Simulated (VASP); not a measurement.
# Al16N15F (a cell with a defect) in VASP: further runs, part 2 of 2

VASP 6.6.1.

### 4 Single point, PBE, collinear spin

INCAR

```
PREC = Accurate
ENCUT = 520
EDIFF = 1E-7
ISMEAR = 0
SIGMA = 0.01
LREAL = Auto
LASPH = True
NELM = 150
ALGO = Normal
ISIF = 2
LWAVE = False
LCHARG = False
ISPIN = 2
MAGMOM = 0 0 0 0 0 0.06 0 0 0 0.01 0 0 0 0.02 0 0 0.06 0 0 0 0.02 0 0 0.06 0.02 0 0 0.02 0 0 0.02 0.08
LORBIT = 11
NUPDOWN = 1.0
GGA = PE
NELECT = 129.0
NBANDS = 91
```

KPOINTS

```
Automatic mesh
0
Gamma
  1 1 1
  0.25 0.25 0.25
```

POSCAR

```
Al16N15F
1.0
    6.2595139128      0.0000000578      0.0000000000
   -3.1297570064      5.4208980350      0.0000000000
    0.0000000000      0.0000000000     10.0348065929
Al N F
16 15 1
Direct
    0.3305033290      0.1635023281      0.2500798298
    0.1701903232      0.3367689689      0.5019891045
    0.3395144760      0.1747453844      0.7539442769
    0.1696574396      0.3360183941      1.0020820807
    0.3326857239      0.6671104449      0.2512879955
    0.1825727045      0.8459180026      0.5117649783
    0.3394703970      0.6675833906      0.7539727472
    0.1720843597      0.8366946564      0.9980198221
    0.8354539201      0.1675319660      0.2475387003
    0.6560961721      0.3120173645      0.5045721996
    0.8420852687      0.1725888053      0.7517555654
    0.6663863758      0.3301228785      0.9972648368
    0.8263574107      0.6607332926      0.2191283409
    0.6676115356      0.8465394733      0.5060803281
    0.8440516022      0.6740126874      0.7512569382
    0.6673614241      0.8379274453      0.9976172781
    0.3338858922      0.1674974542      0.4406117752
    0.1696372780      0.3334323380      0.1920583217
    0.3340422764      0.1709281257      0.9415419173
    0.1736753617      0.3364649453      0.6904827699
    0.3364686469      0.6736629774      0.4424878002
    0.1653992919      0.8297961125      0.1907751891
    0.3345313422      0.6684925614      0.9418211265
    0.1823959419      0.8411535468      0.6984489627
    0.8364539557      0.1729048780      0.4386458482
    0.6628953012      0.3235292383      0.1870854546
    0.8366364636      0.1710095901      0.9395437272
    0.6748053919      0.3391038139      0.6898193119
    0.6660816381      0.8351076800      0.1883940136
    0.8340173937      0.6692518865      0.9431345529
    0.6738118757      0.8355674097      0.6920652559
    0.7342365931      0.6054003904      0.4061634622
```

Started as:

```bash
$ cat potpaw_PBE.64/Al/POTCAR potpaw_PBE.64/N/POTCAR potpaw_PBE.64/F/POTCAR > POTCAR
$ mpirun -np 1 vasp_std > vasp.out
```

Wall time 8.6 min (1 thread of AMD EPYC 9R45 (Zen 5), shared host); peak memory 0.68 GiB.

Results (log left out):

- Free energy: -241.2106 eV
- Largest force: 0.308 eV/Å
- Net moment: 1.00 μB per cell
- Site moments: Al -0.00, +0.00, +0.11, +0.01, +0.03 (each value once); N +0.04, -0.00, +0.00, +0.03, +0.01, +0.05, +0.02 (each value once); F +0.06 μB
- Valence electrons inside the program's atomic spheres: Al 0.79, 0.80, 0.81, 0.76, 0.78 (each value once); N 3.85, 3.84, 3.82, 3.83 (each value once); F 6.15

Forces in eV/Å, atoms in the order of the input:
```
Al   0.117 -0.048 -0.010
Al  -0.080  0.072 -0.001
Al   0.116 -0.072  0.013
Al  -0.115  0.067  0.010
Al   0.122 -0.054  0.013
Al   0.013 -0.029  0.057
Al   0.087 -0.076 -0.004
Al  -0.117  0.064 -0.002
Al   0.109 -0.062  0.021
Al  -0.004  0.003  0.084
Al   0.102 -0.048  0.002
Al  -0.117  0.070  0.007
Al   0.149 -0.096 -0.031
Al  -0.138  0.039 -0.105
Al   0.140 -0.083 -0.002
Al  -0.123  0.064  0.009
N    0.024 -0.038 -0.002
N   -0.180  0.079 -0.009
N    0.166 -0.095 -0.003
N   -0.159  0.100  0.011
N    0.189 -0.056 -0.008
N   -0.172  0.116 -0.003
N    0.193 -0.097  0.001
N   -0.159  0.064  0.047
N    0.109 -0.282 -0.056
N   -0.122  0.138 -0.042
N    0.177 -0.114 -0.003
N   -0.151  0.093  0.014
N   -0.227  0.085  0.018
N    0.178 -0.100 -0.003
N   -0.128  0.108 -0.054
F    0.002  0.189  0.030
```

Caveat: the k points lie up to 1.16 Å⁻¹ apart; the cell carries a net charge on a neutralising background, which shifts energy and pressure; the cell is charged against a uniform background, so pressure and absolute levels hang on convention; the total moment is fixed, so each spin has its own Fermi level.

### 5 Single point, PBE

INCAR

```
SYSTEM = Al16N15F
ALGO     = Normal         ! electronic algorithm
EDIFF    = 1E-6           ! SCF threshold, eV
ENCUT    = 520            ! plane-wave cutoff, eV
GGA      = PE             ! functional
GGA_COMPAT= .FALSE.      
ISIF     = 2              ! what is computed and relaxed
ISMEAR   = 0              ! smearing method
ISYM     = -1           
LASPH    = .TRUE.         ! aspherical terms in the spheres
LCHARG   = .TRUE.         ! write CHGCAR
LELF     = .TRUE.         ! ELF
LREAL    = Auto         
LVHAR    = .TRUE.       
LWAVE    = .FALSE.        ! write WAVECAR
NBANDS   = 87             ! bands
NELM     = 120            ! most SCF steps
PREC     = Accurate       ! precision mode
SIGMA    = 0.01           ! smearing width, eV
```

KPOINTS

```
explicit points
1
Reciprocal
  0.25000000   0.25000000   0.25000000 1
```

POSCAR

```
Al16N15F
1.0
    6.2595139092      0.0000000618      0.0000000000
   -3.1297570081      5.4208980298      0.0000000000
    0.0000000000      0.0000000000     10.0348065900
Al N F
16 15 1
Direct
    0.3349061810      0.1620142384      0.2565306529
    0.1748023120      0.3371207840      0.5027058667
    0.3390520305      0.1720921268      0.7548331183
    0.1728495680      0.3361518739      1.0053731961
    0.3376274499      0.6687899252      0.2569792817
    0.1572515287      0.8313963471      0.5137397820
    0.3392344633      0.6684587852      0.7553619385
    0.1730626063      0.8358548163      0.9994524126
    0.8385819437      0.1674214650      0.2505692484
    0.6705194901      0.3318096947      0.5066182881
    0.8426093044      0.1728511566      0.7534150658
    0.6680808363      0.3289589687      0.9971325032
    0.8256261759      0.6582671050      0.2187106817
    0.6837168286      0.8417972954      0.5092654288
    0.8442344793      0.6738348274      0.7489732471
    0.6694381705      0.8387132169      0.9976666900
    0.3372303271      0.1615761083      0.4467835291
    0.1746621791      0.3338064111      0.1949772501
    0.3349371560      0.1702714380      0.9433104933
    0.1743621256      0.3362305395      0.6928152725
    0.3409260830      0.6765044207      0.4474810746
    0.1669713880      0.8282602249      0.1924509065
    0.3353913539      0.6671972989      0.9440555677
    0.1832155353      0.8407217720      0.7040520761
    0.8397416480      0.1744977677      0.4411274632
    0.6644880386      0.3183353523      0.1847563550
    0.8413922505      0.1724953454      0.9411345345
    0.6729232801      0.3357498072      0.6956480506
    0.6690058298      0.8382279692      0.1864613935
    0.8351669012      0.6686447088      0.9446979618
    0.6720877566      0.8375540991      0.6985178391
    0.6792313273      0.5762258055      0.3821721280
```

Started as:

```bash
$ cat potpaw_PBE.64/Al/POTCAR potpaw_PBE.64/N/POTCAR potpaw_PBE.64/F/POTCAR > POTCAR
$ mpirun -np 1 vasp_std > vasp.out
```

Run time: 80 s. Hardware: 1 thread of Intel Xeon Platinum 8259CL at 2.50GHz (Skylake/Cascade Lake), shared host; peak memory 0.42 GiB.

It converged, with:

| Quantity | Value |
| --- | --- |
| Free energy | -232.3339 eV |
| Pressure | 2.4 GPa |
| Largest force | 0.036 eV/Å |
| Band gap on the k mesh | 2.40 eV |

Forces in eV/Å, atoms in the order of the input:
```
Al   0.003 -0.002 -0.003
Al   0.004  0.004 -0.001
Al  -0.002  0.013  0.004
Al   0.008 -0.002  0.006
Al   0.001  0.005 -0.001
Al  -0.010 -0.014 -0.024
Al   0.009 -0.006  0.003
Al   0.011  0.007  0.007
Al  -0.009 -0.002  0.000
Al   0.008  0.013 -0.004
Al   0.000  0.002  0.004
Al   0.007 -0.008  0.004
Al   0.004  0.001 -0.026
Al   0.005 -0.010 -0.015
Al  -0.008 -0.001  0.003
Al  -0.003  0.005  0.003
N   -0.010 -0.011  0.006
N    0.002  0.000  0.000
N   -0.007  0.002 -0.004
N    0.000  0.001  0.001
N   -0.023  0.006  0.013
N    0.004  0.001  0.000
N   -0.004 -0.002 -0.004
N   -0.007 -0.003 -0.014
N    0.005 -0.001  0.001
N    0.006 -0.006  0.000
N   -0.004  0.002 -0.005
N    0.001 -0.004  0.005
N   -0.001  0.006  0.002
N   -0.003 -0.001 -0.001
N    0.004 -0.003  0.005
F    0.009  0.008  0.034
```

Stress tensor (GPa, compression positive):
```
 1.75 -3.01  0.44
-3.01 -1.09  0.90
 0.44  0.90  6.54
```

Levels at points of the mesh, in eV from the valence-band top:
| k point | band 61 | band 62 | band 63 | band 64 | band 65 | band 66 | band 67 | band 68 | band 69 | band 70 |
| --- | --- | --- | --- | --- | --- | --- | --- | --- | --- | --- |
| (0.25, 0.25, 0.25) | -3.04 | -3.02 | -2.90 | -2.65 | 0.00 | 2.40 | 2.61 | 3.27 | 3.73 | 3.78 |

### 6 Single point, PBE

INCAR

```
ALGO = Normal
EDIFF = 1E-6
ENCUT = 520
GGA = PE
GGA_COMPAT = False
ISIF = 2
ISMEAR = 0
ISYM = -1
LASPH = True
LCHARG = False
LREAL = Auto
LWAVE = False
NBANDS = 87
NELM = 120
PREC = Accurate
SIGMA = 0.01
```

KPOINTS is that of step 5.

POSCAR, as its differences from that of step 5:

```diff
@@ -2,5 +2,5 @@
 1.0
-    6.2595139092      0.0000000618      0.0000000000
-   -3.1297570081      5.4208980298      0.0000000000
-    0.0000000000      0.0000000000     10.0348065900
+    6.2595139128      0.0000000578      0.0000000000
+   -3.1297570064      5.4208980350      0.0000000000
+    0.0000000000      0.0000000000     10.0348065929
 Al N F
```

Potentials or basis: VASP PAW PBE potentials, release 64 (Al, N, F).

Started as:

```bash
$ cat potpaw_PBE.64/Al/POTCAR potpaw_PBE.64/N/POTCAR potpaw_PBE.64/F/POTCAR > POTCAR
$ mpirun -np 1 vasp_std > vasp.out
```

Wall time 81 s (1 thread of Intel Xeon Platinum 8259CL at 2.50GHz (Skylake/Cascade Lake), shared host); peak memory 0.41 GiB.

The run converged. Its results:

- Free energy: -232.3339 eV
- Pressure: 2.4 GPa
- Largest force: 0.036 eV/Å
- Band gap on the k mesh: 2.40 eV

Forces in eV/Å, atoms in the order of the input:
```
Al   0.003 -0.002 -0.003
Al   0.004  0.004 -0.001
Al  -0.002  0.013  0.004
Al   0.008 -0.002  0.006
Al   0.001  0.005 -0.001
Al  -0.010 -0.014 -0.024
Al   0.009 -0.006  0.003
Al   0.011  0.007  0.007
Al  -0.009 -0.002  0.000
Al   0.008  0.013 -0.004
Al   0.000  0.002  0.004
Al   0.007 -0.008  0.004
Al   0.004  0.001 -0.026
Al   0.005 -0.010 -0.015
Al  -0.008 -0.001  0.003
Al  -0.003  0.005  0.003
N   -0.010 -0.011  0.006
N    0.002  0.000  0.000
N   -0.007  0.002 -0.004
N    0.000  0.001  0.001
N   -0.023  0.006  0.013
N    0.004  0.001  0.000
N   -0.004 -0.002 -0.004
N   -0.007 -0.003 -0.014
N    0.005 -0.001  0.001
N    0.006 -0.006  0.000
N   -0.004  0.002 -0.005
N    0.001 -0.004  0.005
N   -0.001  0.006  0.002
N   -0.003 -0.001 -0.001
N    0.004 -0.003  0.005
F    0.009  0.008  0.034
```

Stress tensor (GPa, compression positive):
```
 1.75 -3.01  0.44
-3.01 -1.09  0.90
 0.44  0.90  6.54
```

Levels at points of the mesh, in eV from the valence-band top:
| k point | band 61 | band 62 | band 63 | band 64 | band 65 | band 66 | band 67 | band 68 | band 69 | band 70 |
| --- | --- | --- | --- | --- | --- | --- | --- | --- | --- | --- |
| (0.25, 0.25, 0.25) | -3.04 | -3.02 | -2.90 | -2.65 | 0.00 | 2.40 | 2.61 | 3.27 | 3.73 | 3.78 |

### 7 Single point, HSE06

POSCAR is that of step 6.

INCAR.step1

```
SYSTEM = Al16N15F
  ALGO = Normal
  EDIFF = 1E-5
  ENCUT = 520
  GGA = PE
  GGA_COMPAT = .False.
  ISIF = 2
  ISMEAR = -1
  ISYM = -1
  LASPH = .True.
  LCHARG = .False.
  LREAL = Auto
  LWAVE = .True.
  NBANDS = 87
  NELM = 120
  PREC = Accurate
  SIGMA = 0.01
```

INCAR.step2

```
SYSTEM = Al16N15F
  ALGO = Normal
  EDIFF = 1E-6
  ENCUT = 520
  GGA = PE
  GGA_COMPAT = .False.
  HFSCREEN = 0.2079
  ISIF = 2
  ISMEAR = -1
  ISTART = 1
  ISYM = -1
  LASPH = .True.
  LCHARG = .False.
  LHFCALC = .True.
  LREAL = Auto
  LWAVE = .False.
  NBANDS = 87
  NELM = 120
  PREC = Accurate
  PRECFOCK = Fast
  SIGMA = 0.01
```

KPOINTS is that of step 6.

Started as:

```bash
$ cat potpaw_PBE.64/Al/POTCAR potpaw_PBE.64/N/POTCAR potpaw_PBE.64/F/POTCAR > POTCAR
$ cp INCAR.step1 INCAR
$ mpirun -np 1 vasp_std > vasp.out
$ cp INCAR.step2 INCAR
$ mpirun -np 1 vasp_std > vasp.out
```

Run time: 3.8 min. Hardware: 1 thread of Intel Xeon Platinum 8259CL at 2.50GHz (Skylake/Cascade Lake), shared host; peak memory 0.59 GiB.

The run converged. Its results:

```
Free energy            : -274.1418 eV
Pressure               : -3.1 GPa
Largest force          : 0.204 eV/Å
Band gap on the k mesh : 3.49 eV
```

Forces in eV/Å, atoms in the order of the input:
```
Al   0.013  0.025  0.007
Al   0.017  0.012  0.031
Al   0.008 -0.009  0.027
Al   0.018 -0.003  0.010
Al   0.012  0.009  0.014
Al   0.153  0.113  0.074
Al  -0.005  0.026  0.021
Al   0.023  0.002  0.011
Al  -0.029  0.002 -0.003
Al  -0.075 -0.052 -0.055
Al  -0.017 -0.007  0.037
Al   0.011 -0.024  0.032
Al  -0.116 -0.070  0.099
Al  -0.096 -0.010  0.005
Al  -0.014  0.006  0.067
Al  -0.002 -0.002  0.026
N   -0.005  0.021 -0.006
N   -0.003 -0.010 -0.014
N    0.002  0.002 -0.022
N    0.001 -0.009 -0.008
N    0.000 -0.025 -0.016
N   -0.037 -0.020 -0.013
N   -0.005  0.020 -0.023
N   -0.019 -0.020 -0.042
N    0.012  0.009  0.013
N    0.020  0.063 -0.031
N   -0.031 -0.007 -0.018
N    0.010  0.008 -0.054
N    0.056 -0.028 -0.029
N   -0.003  0.008  0.017
N    0.027 -0.005 -0.049
F    0.075 -0.025 -0.109
```

Stress tensor (GPa, compression positive):
```
-3.93 -2.95  0.54
-2.95 -6.83  1.03
 0.54  1.03  1.60
```

Levels at points of the mesh, in eV from the valence-band top:
| k point | band 61 | band 62 | band 63 | band 64 | band 65 | band 66 | band 67 | band 68 | band 69 | band 70 |
| --- | --- | --- | --- | --- | --- | --- | --- | --- | --- | --- |
| (0.25, 0.25, 0.25) | -3.44 | -3.41 | -3.33 | -3.01 | 0.00 | 3.49 | 3.67 | 4.35 | 4.86 | 4.97 |

Caveat: the PAW data sets were made with another functional, which shifts forces and pressure a little.
